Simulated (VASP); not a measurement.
## Yb: single point with r2SCAN

The system is Yb.

```xyz
1
Lattice="0.0000 2.6476 2.6476 2.6476 0.0000 2.6476 2.6476 2.6476 0.0000" Properties=species:S:1:pos:R:3 pbc="T T T"
Yb    0.0000    0.0000    0.0000
```

```json
{
 "Program": "VASP 6.6.1",
 "Task": "single point",
 "Functional": "r2SCAN",
 "Potentials or basis": "VASP PAW PBE potentials, release 64 (Yb)",
 "Cutoff": "520 eV",
 "k mesh": "11 × 11 × 11",
 "Occupations": "fermi-dirac, width 0.1 eV",
 "Spin": "no spin polarisation"
}
```

| Quantity | Value |
| --- | --- |
| Pressure | -1.1 GPa |

Levels at points of the mesh, in eV from the Fermi level:
```csv
k point,band 9,band 10,band 11,band 12,band 13,band 14,band 15,band 16
"(0.00, 0.00, 0.00)",-0.51,-0.45,-0.45,-0.45,3.10,3.10,3.10,5.22
```

It took 3.8 min on 1 thread of Intel(R) Xeon(R) Platinum 8488C (Sapphire Rapids), on a shared host, peak memory 0.2 GiB.

Caveat: the PAW data sets were made with another functional, which shifts forces and pressure a little; spin-orbit coupling is left out, which moves the levels of the heavy elements. Spin polarisation is off, so any magnetic state and its effect on volume and gap are missing.
